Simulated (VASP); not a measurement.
Set up this calculation in VASP 6.6.1, as the native input.

| Quantity | Value |
| --- | --- |
| Task | relaxation of cell and atoms |
| Functional | revPBE |
| Dispersion | D3(BJ) |
| Potentials or basis | VASP PAW PBE potentials, release 64 (N, B) |
| Cutoff | 600 eV |
| k mesh | 12 × 12 × 4 |
| Occupations | fermi-dirac, width 0.05 eV |
| Spin | no spin polarisation |
| Dipole correction | no |
| Further INCAR settings | ALGO = Normal; EDIFF = 1e-06; IBRION = 2; EDIFFG = -0.01; NSW = 60; ISIF = 3 |

The structure of BN lies in POSCAR:

```
BN
1.0
    2.4982400000      0.0000000000      0.0000000000
   -1.2491200000      2.1635393048      0.0000000000
    0.0000000000      0.0000000000      6.6357000000
N B
2 2
Direct
    0.6666666667      0.3333333333      0.2500000000
    0.3333333333      0.6666666667      0.7500000000
    0.6666666667      0.3333333333      0.7500000000
    0.3333333333      0.6666666667      0.2500000000
```

These files were run (other wordings do the same):

INCAR

```
PREC     = Accurate       # precision mode
ENCUT    = 600            # plane-wave cutoff, eV
EDIFF    = 1E-6           # SCF threshold, eV
ISMEAR   = -1             # smearing method
SIGMA    = 0.05           # smearing width, eV
LREAL    = F              # projectors in reciprocal space
LASPH    = T              # aspherical terms in the spheres
NELM     = 100            # most SCF steps
ALGO     = Normal         # electronic algorithm
ISIF     = 3              # what is computed and relaxed
LWAVE    = F              # write WAVECAR
LCHARG   = F              # write CHGCAR
GGA      = RE             # functional
IVDW     = 12             # dispersion correction
IBRION   = 2              # ionic algorithm
NSW      = 60             # ionic steps
EDIFFG   = -0.01          # ionic threshold
```

KPOINTS

```
Automatic mesh
0
Gamma
  12 12 4
```

Potentials or basis: VASP PAW PBE potentials, release 64 (N, B).

Launch:

```console
$ cat potpaw_PBE.64/N/POTCAR potpaw_PBE.64/B/POTCAR > POTCAR
$ mpirun -np 1 vasp_std > vasp.out
```

Results of the run:

The relaxed volume is 8.50 Å³/atom, the relaxed cell is a = 2.508 Å, b = 2.508 Å, c = 6.243 Å, α = 90.00°, β = 90.00°, γ = 120.00° and the space group after relaxing (to 0.05 Å) is P6_3/mmc (No. 194). The energy gained by relaxing is 5.0 meV/atom and the ionic steps are 10. The pressure after relaxing is 0.0 GPa and the band gap on the k mesh is 4.21 eV, indirect (least direct gap 4.55 eV). The dispersion energy per atom is -0.305 eV.

Caveat: the PAW data sets were made with another functional, which shifts forces and pressure a little.

Wall time 63 s on 1 thread of Intel(R) Xeon(R) 6975P-C (Granite Rapids) (shared host), peak memory 0.18 GiB.
